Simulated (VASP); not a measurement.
# NaI (Fm-3m) in VASP: a series of runs

Runs on NaI. Level: LDA. Tasks: elastic constants.

All numbers are computed with VASP 6.6.1; they aren't measurements. Logs are shortened: lines on timing, memory, paths and dates and some standing lists are left out, and cuts for length are marked.

**1. The cell of the first run**

It takes space group Fm-3m (No. 225, cubic). The conventional cell has a = 5.929 Å, b = 5.929 Å, c = 5.929 Å, α = 90.00°, β = 90.00°, γ = 90.00°. Within 3.9 Å of Na (site symmetry m-3m) lie 6 I at 2.96 Å. I (site symmetry m-3m) has 6 Na at 2.96 Å within 3.9 Å.

**2. Elastic constants, LDA**

Input file INCAR:

```
SYSTEM = NaI
PREC     = Accurate       ! precision mode
ENCUT    = 600            ! plane-wave cutoff, eV
EDIFF    = 1E-8           ! SCF threshold, eV
ISMEAR   = 0              ! smearing method
SIGMA    = 0.01           ! smearing width, eV
LREAL    = .FALSE.        ! projectors in reciprocal space
LASPH    = .TRUE.         ! aspherical terms in the spheres
NELM     = 60             ! most SCF steps
ALGO     = Normal         ! electronic algorithm
ISIF     = 3              ! what is computed and relaxed
LWAVE    = .FALSE.        ! write WAVECAR
LCHARG   = .FALSE.        ! write CHGCAR
GGA      = CA             ! functional
IBRION   = 6              ! ionic algorithm
NFREE    = 2            
POTIM    = 0.015          ! step
NSW      = 1              ! ionic steps
```

Input file KPOINTS:

```
regular mesh
0
G
  6 6 6
  0 0 0
```

Input file POSCAR:

```
NaI
1.0
    0.0000000000      2.9646795172      2.9646795172
    2.9646795172      0.0000000000      2.9646795172
    2.9646795172      2.9646795172      0.0000000000
Na I
1 1
Direct
    0.0000000000      0.0000000000      0.0000000000
    0.5000000000      0.5000000000      0.5000000000
```

Potentials or basis: VASP PAW LDA potentials, release 64 (Na_pv, I).

Started as:

```
> cat potpaw_LDA.64/Na_pv/POTCAR potpaw_LDA.64/I/POTCAR > POTCAR
> mpirun -np 1 vasp_std > vasp.out
```

OUTCAR:

```text
SYSTEM = NaI
   PREC = Accurate
   ENCUT = 600
   EDIFF = 1E-8
   ISMEAR = 0
   LREAL = .FALSE.
   LASPH = .TRUE.
   NELM = 60
   ISIF = 3
   GGA = CA
   IBRION = 6
   NFREE = 2
   POTIM = 0.015
   NSW = 1

 ion  position               nearest neighbor table
   1  0.000  0.000  0.000-   2 2.96   2 2.96   2 2.96   2 2.96   2 2.96   2 2.96
   2  0.500  0.500  0.500-   1 2.96   1 2.96   1 2.96   1 2.96   1 2.96   1 2.96

  LATTYP: Found a face centered cubic cell.
 ALAT       =     5.9293590344

  Lattice vectors:

 A1 = (   0.0000000000,   2.9646795172,   2.9646795172)
 A2 = (   2.9646795172,   0.0000000000,   2.9646795172)
 A3 = (   2.9646795172,   2.9646795172,   0.0000000000)

Analysis of symmetry for initial positions (statically):
=====================================================================
 Subroutine PRICEL returns:
 Original cell was already a primitive cell.

 Routine SETGRP: Setting up the symmetry group for a
 face centered cubic supercell.

 Subroutine GETGRP returns: Found 48 space group operations
 (whereof 48 operations were pure point group operations)
 out of a pool of 48 trial point group operations.

The static configuration has the point symmetry O_h .

Analysis of symmetry for dynamics (positions and initial velocities):
=====================================================================
 Subroutine PRICEL returns:
 Original cell was already a primitive cell.

 Routine SETGRP: Setting up the symmetry group for a
 face centered cubic supercell.

 Subroutine GETGRP returns: Found 48 space group operations
 (whereof 48 operations were pure point group operations)
 out of a pool of 48 trial point group operations.

The dynamic configuration has the point symmetry O_h .

[... 661 lines left out ...]
  band No.  band energies     occupation
      1     -19.5061      2.00000
      2     -19.5036      2.00000
      3     -19.4958      2.00000
      4      -8.3452      2.00000
      5       0.3257      2.00000
      6       0.4841      2.00000
      7       1.9681      2.00000
      8       8.1983      0.00000
      9      10.5921      0.00000
     10      11.5709      0.00000
     11      12.0364      0.00000

 [... further k-points ...]

------------------------ aborting loop because EDIFF is reached ----------------------------------------

  FORCE on cell =-STRESS in cart. coord.  units (eV):
  Direction    XX          YY          ZZ          XY          YZ          ZX
  --------------------------------------------------------------------------------------
  -------------------------------------------------------------------------------------
  Total        1.6552667      1.6514051      1.6514051      0.0000000     -0.0000000     -0.0000000
  in kB       50.8879916     50.7692747     50.7692747      0.0000000     -0.0000000     -0.0000000
  external PRESSURE =      50.8088470 kB  Pullay stress =       0.0000000 kB
[... 17 lines left out ...]
  FREE ENERGIE OF THE ION-ELECTRON SYSTEM (eV)
  ---------------------------------------------------
  free  energy   TOTEN  =        -5.8900264168 eV

  energy  without entropy=       -5.8900264168  energy(sigma->0) =       -5.89002642

 INTERNAL STRAIN TENSORS FROM STRAINED CELLS
 ============================================

 INTERNAL STRAIN TENSOR FOR ION    1 for displacements in x,y,z  (eV/Angst):
          X           Y           Z          XY          YZ          ZX
  --------------------------------------------------------------------------------
  x     0.00000    -0.00000    -0.00000     0.00000     0.00000    -0.00000
  y    -0.00000     0.00000    -0.00000     0.00000     0.00000    -0.00000
  z     0.00000     0.00000    -0.00000    -0.00000    -0.00000     0.00000

 INTERNAL STRAIN TENSORS FROM DISPLACED ATOMS
 ============================================

 INTERNAL STRAIN TENSOR FOR ION    1 for displacements in x,y,z  (eV/Angst):
          X           Y           Z          XY          YZ          ZX
  --------------------------------------------------------------------------------
  x     0.00000     0.00000     0.00000     0.00000     0.00000     0.00000
  y     0.00000     0.00000     0.00000     0.00000     0.00000     0.00000
  z     0.00000     0.00000     0.00000     0.00000     0.00000     0.00000

 INTERNAL STRAIN TENSOR FOR ION    2 for displacements in x,y,z  (eV/Angst):
          X           Y           Z          XY          YZ          ZX
  --------------------------------------------------------------------------------
  x     0.00000     0.00000     0.00000     0.00000     0.00000     0.00000
  y     0.00000     0.00000     0.00000     0.00000     0.00000     0.00000
  z     0.00000     0.00000     0.00000     0.00000     0.00000     0.00000

 Eigenvectors and eigenvalues of the dynamical matrix
 ----------------------------------------------------

   1 f  =    5.664017 THz    35.588068 2PiTHz  188.931268 cm-1    23.424481 meV
             X         Y         Z           dx          dy          dz
      0.000000  0.000000  0.000000     0.920030   -0.000000    0.000000
      2.964680  2.964680  2.964680    -0.391849    0.000000    0.000000
[... 21 lines left out ...]
   6 f/i=    0.001340 THz     0.008421 2PiTHz    0.044705 cm-1     0.005543 meV
             X         Y         Z           dx          dy          dz
      0.000000  0.000000  0.000000    -0.013716    0.285233    0.268328
      2.964680  2.964680  2.964680    -0.032205    0.669703    0.630012

--------------------------------------------------------------------------------------------------------

 ELASTIC MODULI CONTR FROM IONIC RELAXATION (kBar)
 Direction    XX          YY          ZZ          XY          YZ          ZX
 --------------------------------------------------------------------------------
 XX           0.0000      0.0000      0.0000      0.0000      0.0000      0.0000
 YY           0.0000      0.0000      0.0000      0.0000      0.0000      0.0000
 ZZ           0.0000      0.0000      0.0000      0.0000      0.0000      0.0000
 XY           0.0000      0.0000      0.0000      0.0000      0.0000      0.0000
 YZ           0.0000      0.0000      0.0000      0.0000      0.0000      0.0000
 ZX           0.0000      0.0000      0.0000      0.0000      0.0000      0.0000
 --------------------------------------------------------------------------------

 TOTAL ELASTIC MODULI (kBar)
 Direction    XX          YY          ZZ          XY          YZ          ZX
 --------------------------------------------------------------------------------
 XX         903.0911    118.7468    118.7468     -0.0000     -0.0000      0.0000
 YY         118.7468    903.0911    118.7468     -0.0000     -0.0000      0.0000
 ZZ         118.7468    118.7468    903.0911     -0.0000     -0.0000      0.0000
 XY          -0.0000     -0.0000     -0.0000     89.3614      0.0000     -0.0000
 YZ          -0.0000     -0.0000     -0.0000      0.0000     89.3614      0.0000
 ZX           0.0000      0.0000      0.0000     -0.0000      0.0000     89.3614
 --------------------------------------------------------------------------------
```

OSZICAR:

```text
N       E                     dE             d eps       ncg     rms          rms(c)
DAV:   1     0.863713235084E+02    0.86371E+02   -0.75270E+03   352   0.131E+03
DAV:   2     0.476220468117E+00   -0.85895E+02   -0.82111E+02   366   0.285E+02
DAV:   3    -0.577377129837E+01   -0.62500E+01   -0.61987E+01   427   0.727E+01
[... 191 lines left out ...]
DAV:   4    -0.589002542102E+01    0.17143E-04   -0.57510E-05   699   0.538E-02    0.833E-03
DAV:   5    -0.589002659376E+01   -0.11727E-05   -0.10973E-05   726   0.193E-02    0.700E-03
DAV:   6    -0.589002644237E+01    0.15140E-06   -0.43031E-07   773   0.496E-03    0.486E-03
DAV:   7    -0.589002641462E+01    0.27747E-07   -0.20700E-07   729   0.279E-03    0.206E-03
DAV:   8    -0.589002641681E+01   -0.21846E-08   -0.23241E-08   663   0.988E-04
  17 F= -.58900264E+01 E0= -.58900264E+01  d E =-.392293E-16
```

Run time: 6.8 min. Hardware: 1 thread of AMD EPYC 7R43 (Zen 3), shared host; peak memory 0.19 GiB.

Results:

```
Elastic constants C11, C12, C44                         : 90, 12, 9 GPa
Voigt bulk modulus                                      : 38 GPa
Highest phonon frequency at Γ, LO-TO splitting left out : 189 cm⁻¹
```

Phonon frequencies in cm⁻¹ (negative: imaginary):
| q point | frequencies |
| --- | --- |
| (0.000, 0.000, 0.000) | 0 0 0 189 189 189 |

Elastic tensor in Voigt notation (GPa, in the Cartesian axes of the cell as first typed):
```
90 12 12  0  0  0
12 90 12  0  0  0
12 12 90  0  0  0
 0  0  0  9  0  0
 0  0  0  0  9  0
 0  0  0  0  0  9
```

Clamped-ion elastic tensor (GPa):
```
90 12 12  0  0  0
12 90 12  0  0  0
12 12 90  0  0  0
 0  0  0  9  0  0
 0  0  0  0  9  0
 0  0  0  0  0  9
```

Caveat: the cell is under stress, which shifts elastic constants; spin-orbit coupling is left out, which moves the levels of the heavy elements.

**3. Elastic constants, LDA**

This run uses another cell than the first one, of 30.70 Å³/atom, 1.178 times its volume.

Input file INCAR:

```
SYSTEM = NaI
ALGO     = Normal         ! electronic algorithm
EDIFF    = 1E-8           ! SCF threshold, eV
ENCUT    = 600            ! plane-wave cutoff, eV
IBRION   = 6              ! ionic algorithm
ISIF     = 3              ! what is computed and relaxed
ISMEAR   = 0              ! smearing method
LASPH    = .TRUE.         ! aspherical terms in the spheres
LCHARG   = .FALSE.        ! write CHGCAR
LREAL    = .FALSE.        ! projectors in reciprocal space
LWAVE    = .FALSE.        ! write WAVECAR
NELM     = 80             ! most SCF steps
NFREE    = 2            
NSW      = 1              ! ionic steps
POTIM    = 0.015          ! step
PREC     = Accurate       ! precision mode
SIGMA    = 0.01           ! smearing width, eV
```

Input file KPOINTS:

```
k-points
0
G
  6 6 6
  0 0 0
```

Input file POSCAR:

```
NaI
1.0
    0.0000000000      3.1310897312      3.1310897312
    3.1310897312      0.0000000000      3.1310897312
    3.1310897312      3.1310897312      0.0000000000
Na I
1 1
Direct
    0.0000000000      0.0000000000      0.0000000000
    0.5000000000      0.5000000000      0.5000000000
```

Potentials or basis: VASP PAW LDA potentials, release 64 (Na_pv, I).

Started as:

```
> cat potpaw_LDA.64/Na_pv/POTCAR potpaw_LDA.64/I/POTCAR > POTCAR
> mpirun -np 1 vasp_std > vasp.out
```

It took 7.6 min on 1 thread of AMD EPYC 7R43 (Zen 3), shared host; peak memory 0.18 GiB.

It converged, with:

| Property | Result |
| --- | --- |
| Elastic constants C11, C12, C44 | 45, 9, 8 GPa |
| Voigt bulk modulus | 21 GPa |
| Highest phonon frequency at Γ, LO-TO splitting left out | 131 cm⁻¹ |

Phonon frequencies in cm⁻¹ (negative: imaginary):
| q point | frequencies |
| --- | --- |
| (0.000, 0.000, 0.000) | 0 0 0 131 131 131 |

Elastic tensor in Voigt notation (GPa, in the Cartesian axes of the cell as first typed):
```
45  9  9  0  0  0
 9 45  9  0  0  0
 9  9 45  0  0  0
 0  0  0  8  0  0
 0  0  0  0  8  0
 0  0  0  0  0  8
```

Clamped-ion elastic tensor (GPa):
```
45  9  9  0  0  0
 9 45  9  0  0  0
 9  9 45  0  0  0
 0  0  0  8  0  0
 0  0  0  0  8  0
 0  0  0  0  0  8
```

Caveat: spin-orbit coupling is left out, which moves the levels of the heavy elements.
